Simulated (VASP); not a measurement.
Wanted: the native input for a VASP 6.6.1 run.

```
Task                   : single point
Functional             : PBE
Potentials or basis    : VASP PAW PBE potentials, release 64 (Zn)
Cutoff                 : 520 eV
k mesh                 : 24 × 24 × 24
Occupations            : fermi-dirac, width 0.0612256 eV
Spin                   : no spin polarisation
Dipole correction      : no
Further INCAR settings : ALGO = Normal; EDIFF = 1e-06; NBANDS = 12
```

The structure of Zn lies in POSCAR:

```
Zn
1.0
    0.0000000000      1.9508698920      1.9508698920
    1.9508698920      0.0000000000      1.9508698920
    1.9508698920      1.9508698920      0.0000000000
Zn
1
Direct
    0.0000000000      0.0000000000      0.0000000000
```

The input as run:

INCAR

```
SYSTEM = Zn
PREC = Accurate
ENCUT = 520
EDIFF = 1E-6
ISMEAR = -1
SIGMA = 0.06122561905347299
LREAL = .False.
LASPH = .True.
NELM = 80
ALGO = Normal
ISIF = 2
LWAVE = .False.
LCHARG = .False.
GGA = PE
NBANDS = 12
```

KPOINTS

```
Automatic mesh
0
Gamma
  24 24 24
  0 0 0
```

Potentials or basis: VASP PAW PBE potentials, release 64 (Zn).

The run is started by

```sh
$ cat potpaw_PBE.64/Zn/POTCAR > POTCAR
$ mpirun -np 1 vasp_std > vasp.out
```

It gave:

```
Pressure               : 2.0 GPa
Band gap on the k mesh : zero (band 6 reaches 5.50 eV, above the bottom of band 7 at 1.89 eV)
```

Run time: 23 s on 1 thread of Intel(R) Xeon(R) 6975P-C (Granite Rapids) (shared host), peak memory 0.19 GiB.
